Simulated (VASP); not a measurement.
The system is Be2NbP3.

```
Be Nb P
1.0
     4.13015    0.00000    0.00000
    -2.06508    3.57682    0.00000
     0.00000    0.00000    9.11280
Be Nb P
2 1 3
Direct
  0.00000 0.00000 0.22708
  0.00000 0.00000 0.77292
  0.00000 0.00000 0.50000
  0.33333 0.66667 0.00000
  0.66667 0.33333 0.00000
  0.00000 0.00000 0.00000
```

The cell was generated, and may not be a known phase.

```yaml
Program: VASP 6.6.1
Task: relaxation of cell and atoms
Functional: PBE
Potentials_or_basis: VASP PAW PBE potentials, release 64 (Be, Nb_sv, P)
Cutoff: 600 eV
k_mesh: 12 × 12 × 4
Occupations: gaussian, width 0.1 eV
Spin: collinear spin
Starting_moments: "[0.0, 0.0, 2.04, 0.0, 0.0, 0.0] μB"
```

At the start: pressure 2.8 GPa; volume 22.44 Å³/atom.

Problem. How do energy, volume and symmetry change on relaxing?

Solution. Over 8 steps the energy falls by 23.7 meV/atom and the volume is 24.14 Å³/atom (+7.6 %); space group P6/mmm (No. 191, to 0.1 Å) before and after; moment 4.36 μB per cell.

Step by step:
| step | energy change (eV) | largest force (eV/Å) | pressure (GPa) | volume (Å³) |
| --- | --- | --- | --- | --- |
| 1 | 0.0000 | 0.0110 | 2.84 | 134.62 |
| 2 | -0.1305 | 0.1149 | 0.50 | 142.49 |
| 3 | -0.1394 | 0.1500 | -0.31 | 145.62 |
| 4 | -0.1395 | 0.1465 | -0.22 | 145.29 |
| 5 | -0.1421 | 0.0273 | 0.03 | 144.73 |
| 6 | -0.1421 | 0.0336 | 0.02 | 144.76 |
| 7 | -0.1422 | 0.0120 | 0.01 | 144.81 |
| 8 | -0.1422 | 0.0019 | 0.01 | 144.84 |

Final structure:
```cif
data_structure
_symmetry_space_group_name_H-M 'P 1'
_symmetry_Int_Tables_number 1
_cell_length_a 4.2944
_cell_length_b 4.2944
_cell_length_c 9.0684
_cell_angle_alpha 90.000
_cell_angle_beta 90.000
_cell_angle_gamma 120.000
_cell_volume 144.84
loop_
_atom_site_label
_atom_site_type_symbol
_atom_site_fract_x
_atom_site_fract_y
_atom_site_fract_z
_atom_site_occupancy
Be1 Be 0.00000 0.00000 0.22601 1
Be2 Be 0.00000 0.00000 0.77399 1
Nb1 Nb 0.00000 0.00000 0.50000 1
P1 P 0.33333 0.66667 0.00000 1
P2 P 0.66667 0.33333 0.00000 1
P3 P 0.00000 0.00000 0.00000 1
```
